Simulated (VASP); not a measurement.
The system is LiOs2.

```
Li Os
1.0
    -1.38050    1.85355    3.97047
     1.38050   -1.85355    3.97047
     1.38050    1.85355   -3.97047
Li Os
1 2
Direct
  0.00000 0.00000 0.00000
  0.67742 0.67742 0.00000
  0.32258 0.32258 0.00000
```

| Item | Value |
| --- | --- |
| Program | VASP 6.6.1 |
| Task | relaxation of cell and atoms |
| Functional | PBE |
| Potentials or basis | VASP PAW PBE potentials, release 64 (Li_sv, Os) |
| Cutoff | 600 eV |
| k mesh | 8 × 8 × 8 |
| Occupations | gaussian, width 0.1 eV |
| Spin | no spin polarisation |

At the start: pressure -0.3 GPa; volume 13.55 Å³/atom.

Task: How do energy, volume and symmetry change on relaxing?

Result: Over 9 steps the energy falls by 7.2 meV/atom and the volume is 13.41 Å³/atom (-1.0 %); space group Immm (No. 71, to 0.1 Å) before and after.

Step by step:
```tsv
step	energy change (eV)	largest force (eV/Å)	pressure (GPa)	volume (Å³)
1	0.0000	0.5315	-0.26	40.64
2	-0.0143	0.0850	-1.50	40.51
3	-0.0147	0.0005	-1.36	40.53
4	-0.0173	0.0020	2.02	39.83
5	-0.0182	0.0036	0.87	40.06
6	-0.0200	0.0597	-0.13	40.12
7	-0.0202	0.0473	0.07	40.11
8	-0.0211	0.0305	-0.10	40.15
9	-0.0216	0.0037	-0.41	40.23
```

Final structure:
```
Li Os
1.0
    -1.36713    1.88833    3.89542
     1.36713   -1.88833    3.89542
     1.36713    1.88833   -3.89542
Li Os
1 2
Direct
  0.00000 0.00000 0.00000
  0.67403 0.67403 0.00000
  0.32597 0.32597 0.00000
```

Caveat: the cutoff is under 1.25 times the usual one of these potentials, so pressure, stress and relaxed cells hold a basis-set (Pulay) error.
